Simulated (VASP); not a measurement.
# InAs (rocksalt type) (Fm-3m) in VASP: further runs, part 2 of 2

VASP 6.6.1. The steps go on from the part before.

## (4) Single point, r2SCAN (21.57 Å³/atom)

This run uses another cell than the first one, of 21.57 Å³/atom.

The input, POSCAR:

```
InAs
1.0
    0.0000000000      2.7837241227      2.7837241227
    2.7837241227      0.0000000000      2.7837241227
    2.7837241227      2.7837241227      0.0000000000
In As
1 1
Direct
    0.0000000000      0.0000000000      0.0000000000
    0.5000000000      0.5000000000      0.5000000000
```

The input, INCAR.step1:

```
SYSTEM = InAs
  ALGO = Normal
  EDIFF = 1E-5
  ENCUT = 550
  GGA = PE
  GGA_COMPAT = .False.
  ISMEAR = -1
  LASPH = .True.
  LCHARG = .False.
  LREAL = .False.
  LWAVE = .True.
  NBANDS = 16
  NELM = 120
  PREC = Accurate
  SIGMA = 0.05
```

The input, INCAR.step2:

```
SYSTEM = InAs
  ALGO = Normal
  EDIFF = 1E-6
  ENCUT = 550
  GGA_COMPAT = .False.
  ISIF = 2
  ISMEAR = -1
  ISTART = 1
  LASPH = .True.
  LCHARG = .True.
  LELF = .True.
  LMIXTAU = .True.
  LREAL = .False.
  LVHAR = .True.
  LWAVE = .False.
  METAGGA = R2SCAN
  NBANDS = 16
  NELM = 120
  PREC = Accurate
  SIGMA = 0.05
```

The input, KPOINTS:

```
k-points
0
Gamma
  13 13 13
  0 0 0
```

Potentials or basis: VASP PAW PBE potentials, release 64 (In_d, As).

Started as:

```sh
$ cat potpaw_PBE.64/In_d/POTCAR potpaw_PBE.64/As/POTCAR > POTCAR
$ cp INCAR.step1 INCAR
$ mpirun -np 1 vasp_std > vasp.out
$ cp INCAR.step2 INCAR
$ mpirun -np 1 vasp_std > vasp.out
```

OUTCAR:

```text
SYSTEM = InAs
   EDIFF = 1E-6
   ENCUT = 550
   ISIF = 2
   ISMEAR = -1
   ISTART = 1
   LASPH = .True.
   LREAL = .False.
   METAGGA = R2SCAN
   NELM = 120
   PREC = Accurate

 ion  position               nearest neighbor table
   1  0.000  0.000  0.000-   2 2.78   2 2.78   2 2.78   2 2.78   2 2.78   2 2.78
   2  0.500  0.500  0.500-   1 2.78   1 2.78   1 2.78   1 2.78   1 2.78   1 2.78

  LATTYP: Found a face centered cubic cell.
 ALAT       =     5.5674482454

  Lattice vectors:

 A1 = (   0.0000000000,   2.7837241227,   2.7837241227)
 A2 = (   2.7837241227,   0.0000000000,   2.7837241227)
 A3 = (   2.7837241227,   2.7837241227,   0.0000000000)

Analysis of symmetry for initial positions (statically):
=====================================================================
 Subroutine PRICEL returns:
 Original cell was already a primitive cell.

 Routine SETGRP: Setting up the symmetry group for a
 face centered cubic supercell.

 Subroutine GETGRP returns: Found 48 space group operations
 (whereof 48 operations were pure point group operations)
 out of a pool of 48 trial point group operations.

The static configuration has the point symmetry O_h .

Analysis of symmetry for dynamics (positions and initial velocities):
=====================================================================
 Subroutine PRICEL returns:
 Original cell was already a primitive cell.

 Routine SETGRP: Setting up the symmetry group for a
 face centered cubic supercell.

 Subroutine GETGRP returns: Found 48 space group operations
 (whereof 48 operations were pure point group operations)
 out of a pool of 48 trial point group operations.

The dynamic configuration has the point symmetry O_h .

 Subroutine INISYM returns: Found 48 space group operations
 (whereof 48 operations are pure point group operations),
 and found     1 'primitive' translations

----------------------------------------------------------------------------------------

                                     Primitive cell

[... 111 lines left out ...]
  volume/ion in A,a.u.               =      21.57       145.57
  Fermi-wavevector in a.u.,A,eV,Ry     =   1.223290  2.311683 20.360285  1.496439
  Thomas-Fermi vector in A             =   2.358406
   LORBIT       =      0    0 simple, 1 ext, 2 COOP (PROOUT), +10 PAW based schemes
   METAGGA = R2SCAN    functional components
   LHFCALC =     F    Hartree Fock is set to
   AEXX    =    0.0000 exact exchange contribution
   IVDW    =     0    specifies the selected vdW correction
   LEPSILON=     F    determine dielectric tensor
   LRPA    =     F    only Hartree local field effects (RPA)
 non-spin polarized calculation
  energy-cutoff  :      550.00
  volume of cell :       43.14
 maximum number of plane-waves:      1283
 NGX is ok and might be reduce to    30
   NGX = 15   NGY = 15   NGZ = 15

 number of electron      18.0000007 magnetization

 Free energy of the ion-electron system (eV)
  ---------------------------------------------------
  ext. energy  EPLUGINS =         0.00000000
  ---------------------------------------------------
  free energy    TOTEN  =       -37.53901642 eV

  energy without entropy =      -37.53093632  energy(sigma->0) =      -37.53497637

 E-fermi :   6.8927     XC(G=0): -11.1649

 val. band max:        6.8741498543   @ k =  -0.3846   0.3846   0.0000
 cond. band min:       6.8942102448   @ k =  -0.4615   0.0769   0.0000
 fundamental gap:      0.0200603905
 Fermi energy:         6.8927296609

 k-point     1 :       0.0000    0.0000    0.0000
  band No.  band energies     occupation
      1      -8.1127      2.00000
      2      -8.1127      2.00000
      3      -8.0717      2.00000
      4      -8.0717      2.00000
      5      -8.0717      2.00000
      6      -6.3916      2.00000
[... 433 lines left out ...]
      3      -8.0769      2.00000
      4      -8.0180      2.00000
      5      -7.9914      2.00000
      6      -4.2895      2.00000
[... 8 lines left out ...]
     15      20.1160      0.00000
     16      20.1331      0.00000

 [... further k-points ...]

------------------------ aborting loop because EDIFF is reached ----------------------------------------

  FORCE on cell =-STRESS in cart. coord.  units (eV):
  Direction    XX          YY          ZZ          XY          YZ          ZX
  --------------------------------------------------------------------------------------
  -------------------------------------------------------------------------------------
  Total        1.4409948      1.4409948      1.4409948      0.0000000      0.0000000     -0.0000000
  in kB       53.5136299     53.5136299     53.5136299      0.0000000      0.0000000     -0.0000000
  external PRESSURE =      53.5136299 kB  Pullay stress =       0.0000000 kB

 VOLUME and BASIS-vectors are now :
 -----------------------------------------------------------------------------
  energy-cutoff  :      550.00
  volume of cell :       43.14
      direct lattice vectors                 reciprocal lattice vectors
     0.000000000  2.783724123  2.783724123    -0.179615500  0.179615500  0.179615500
     2.783724123  0.000000000  2.783724123     0.179615500 -0.179615500  0.179615500
     2.783724123  2.783724123  0.000000000     0.179615500  0.179615500 -0.179615500

 POSITION                                       TOTAL-FORCE (eV/Angst)
 -----------------------------------------------------------------------------------
      0.00000      0.00000      0.00000         0.000000      0.000000      0.000000
      2.78372      2.78372      2.78372        -0.000000     -0.000000     -0.000000
 -----------------------------------------------------------------------------------
    total drift:                               -0.000000      0.000000      0.000000

  FREE ENERGIE OF THE ION-ELECTRON SYSTEM (eV)
  ---------------------------------------------------
  free  energy   TOTEN  =       -37.5390164215 eV

  energy  without entropy=      -37.5309363160  energy(sigma->0) =      -37.53497637
```

OUTCAR.step1:

```text
SYSTEM = InAs
   EDIFF = 1E-5
   ENCUT = 550
   GGA = PE
   ISMEAR = -1
   LASPH = .True.
   LREAL = .False.
[... 676 lines left out ...]
      0.00000      0.00000      0.00000         0.000000     -0.000000     -0.000000
      2.78372      2.78372      2.78372         0.000000      0.000000      0.000000
 -----------------------------------------------------------------------------------
    total drift:                               -0.000000      0.000000      0.000000

  FREE ENERGIE OF THE ION-ELECTRON SYSTEM (eV)
  ---------------------------------------------------
  free  energy   TOTEN  =        -7.2293638364 eV

  energy  without entropy=       -7.2208626116  energy(sigma->0) =       -7.22511322
```

OSZICAR.step1:

```text
N       E                     dE             d eps       ncg     rms          rms(c)
DAV:   1     0.111103557986E+03    0.11110E+03   -0.86586E+03  2744   0.135E+03
DAV:   2    -0.708842581239E+00   -0.11181E+03   -0.10705E+03  3072   0.317E+02
DAV:   3    -0.727842438878E+01   -0.65696E+01   -0.65206E+01  3416   0.712E+01
DAV:   4    -0.742662923149E+01   -0.14820E+00   -0.14817E+00  3464   0.110E+01
DAV:   5    -0.743259108836E+01   -0.59619E-02   -0.59618E-02  3792   0.192E+00    0.427E+00
DAV:   6    -0.724153562153E+01    0.19106E+00   -0.31026E-01  3912   0.105E+01    0.233E+00
DAV:   7    -0.722960029739E+01    0.11935E-01   -0.65782E-02  4144   0.268E+00    0.720E-01
DAV:   8    -0.722925142942E+01    0.34887E-03   -0.51135E-03  3512   0.987E-01    0.141E-01
DAV:   9    -0.722936939129E+01   -0.11796E-03   -0.46122E-04  3672   0.308E-01    0.873E-02
DAV:  10    -0.722936383636E+01    0.55549E-05   -0.26019E-05  3048   0.441E-02
   1 F= -.72293638E+01 E0= -.72251132E+01  d E =-.850122E-02
```

It took 3 min on 1 thread of AMD EPYC 7R13 (Zen 3), shared host; peak memory 0.19 GiB.

What came out:

```
Free energy            : -37.5390 eV
Pressure               : 5.4 GPa
Band gap on the k mesh : zero (bands 9 and 10 overlap by 2.97 eV)
```

Caveat: the cell stands under pressure; the PAW data sets were made with another functional, which shifts forces and pressure a little; spin-orbit coupling is left out, which moves the levels of the heavy elements.

## (5) Overview

| cell | gap on the mesh (eV) | pressure (GPa) |
| --- | --- | --- |
| a = 3.731 Å, angles 60.0°, 2 atoms | none | 27.8 |
| a = 3.851 Å, angles 60.0°, 2 atoms | none | 12.8 |
| a = 3.937 Å, angles 60.0°, 2 atoms | none | 5.4 |

Alike in all rows: task single point; level r2SCAN; potentials or basis VASP PAW PBE potentials, release 64 (In_d, As); no spin polarisation; k mesh 13 × 13 × 13; cutoff (eV) 550; smearing fermi-dirac 0.05 eV.

Caveats: the cell stands under pressure; the PAW data sets were made with another functional, which shifts forces and pressure a little; spin-orbit coupling is left out, which moves the levels of the heavy elements.

Absolute energies hang on the potentials; compare differences alone.

The gap in the log of VASP goes by the Fermi energy; the results here count the filled bands.